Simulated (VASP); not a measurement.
Wanted: the native input for a VASP 6.6.1 run.

* Task: electric field gradients
* Functional: PBE
* Potentials or basis: VASP PAW PBE potentials, release 64 (O)
* Cutoff: 520 eV
* k mesh: 10 × 10 × 10
* Occupations: fermi-dirac, width 0.02 eV
* Spin: no spin polarisation
* Dipole correction: no
* Further INCAR settings: ALGO = Normal; EDIFF = 1e-08; NBANDS = 13

The structure of O lies in POSCAR:

```
O
1.0
    1.4137960563      0.8162555336      3.3854248141
   -1.4137960563      0.8162555336      3.3854248141
    0.0000000000     -1.6325110673      3.3854248141
O
2
Direct
    0.0577000000      0.0577000000      0.0577000000
    0.9423000000      0.9423000000      0.9423000000
```

These files were run (other wordings do the same):

INCAR

```
ALGO = Normal ; EDIFF = 1E-8
ENCUT = 520 ; GGA = PE
ISIF = 2 ; ISMEAR = -1
LASPH = True ; LCHARG = False
LEFG = True ; LREAL = False
LWAVE = False ; NBANDS = 13
NELM = 60 ; PREC = Accurate
SIGMA = 0.02
```

KPOINTS

```
k-points
0
Gamma
  10 10 10
```

Potentials or basis: VASP PAW PBE potentials, release 64 (O).

The run is started by

```console
$ cat potpaw_PBE.64/O/POTCAR > POTCAR
$ mpirun -np 1 vasp_std > vasp.out
```

It gave:

```yaml
Pressure: 12.0 GPa
Largest_force: 5.120 eV/Å
Band_gap_on_the_k_mesh: zero (bands 6 and 7 overlap by 1.34 eV)
Largest_electric_field_gradient_by_atom: O +116.1 V/Å²
```

Caveat: the standard files for N, O and F lose accuracy on very short bonds; spin is off for a triplet molecule; the stress differs along the axes, from -6 to 48 GPa; this functional lacks dispersion, which holds the molecules together, so the pressure and a relaxed volume are unreliable; without QUAD_EFG the Cq values of the log hold for a quadrupole moment of 1 mb, not for the nuclei; forces of over 1 eV/Å act on the atoms, so gaps and moduli don't describe the material at rest.

Wall time 68 s on 1 thread of Intel Xeon 8259CL, with other jobs on the host, peak memory 0.16 GiB.
